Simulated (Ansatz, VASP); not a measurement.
# Two plane-wave programs on SrO

File INCAR:

```
ALGO     = Normal         # electronic algorithm
EDIFF    = 1E-7           # SCF threshold, eV
EDIFFG   = -0.002         # ionic threshold
ENCUT    = 600            # plane-wave cutoff, eV
GGA      = PS             # functional
GGA_COMPAT= F            
IBRION   = 2              # ionic algorithm
ISIF     = 3              # what is computed and relaxed
ISMEAR   = 0              # smearing method
LASPH    = T              # aspherical terms in the spheres
LCHARG   = F              # write CHGCAR
LREAL    = F              # projectors in reciprocal space
LWAVE    = F              # write WAVECAR
NELM     = 120            # most SCF steps
NELMIN   = 4            
NSW      = 100            # ionic steps
PREC     = Accurate       # precision mode
SIGMA    = 0.02           # smearing width, eV
```

The input KPOINTS:

```
k-points
0
Gamma
  6 6 6
```

Contents of POSCAR:

```
SrO
1.0
    0.0000000000      2.5800000000      2.5800000000
    2.5800000000      0.0000000000      2.5800000000
    2.5800000000      2.5800000000      0.0000000000
Sr O
1 1
Direct
    0.0000000000      0.0000000000      0.0000000000
    0.5000000000      0.5000000000      0.5000000000
```

Input for Ansatz:

```yaml
crystal:
  lattice:
    - [0.0, 2.58, 2.58]
    - [2.58, 0.0, 2.58]
    - [2.58, 2.58, 0.0]
  atoms:
    - { symbol: Sr, position: [0.0, 0.0, 0.0] }
    - { symbol: O, position: [0.5, 0.5, 0.5] }
basis:
  ecutwfc: 420
kpoints:
  mp_grid: { grid: [6, 6, 6] }
hamiltonian:
  xc: pbesol
scf:
  occupations: { method: gaussian, width: 0.02 }
output:
  forces: true
  stress: true
  eigenvalues: true
relax:
  adjacent_minimum: "off"
  f_tol: 0.002
  max_steps: 80
  cell: { stress_tol: 0.02 }
```

Alike in both runs: task relaxation of cell and atoms; functional PBEsol; k mesh 6 × 6 × 6; occupations gaussian, width 0.02 eV; no spin polarisation.

|  | VASP | Ansatz |
| --- | --- | --- |
| version | VASP 6.6.1 | Ansatz 0.2.0 |
| potentials or method | VASP PAW PBE potentials, release 64 (Sr_sv, O), cutoff 600 eV | scalar-relativistic, plane waves, PAW |
| valence electrons in the cell | 16 | 16 |

|  | VASP | Ansatz | Ansatz less VASP |
| --- | --- | --- | --- |
| gap on the k mesh at the Fermi level, each at its own relaxed structure (eV) | 3.15 | 3.20 | +0.044 |
| relaxed volume (Å³/atom) | 16.90 | 16.80 | -0.097 |
| relaxed cell length with the largest relative difference (Å) | 3.629 | 3.622 | -0.0070 |

VASP's potentials were made for PBE, not for PBEsol. Ansatz's warnings: negative readings unjudged.
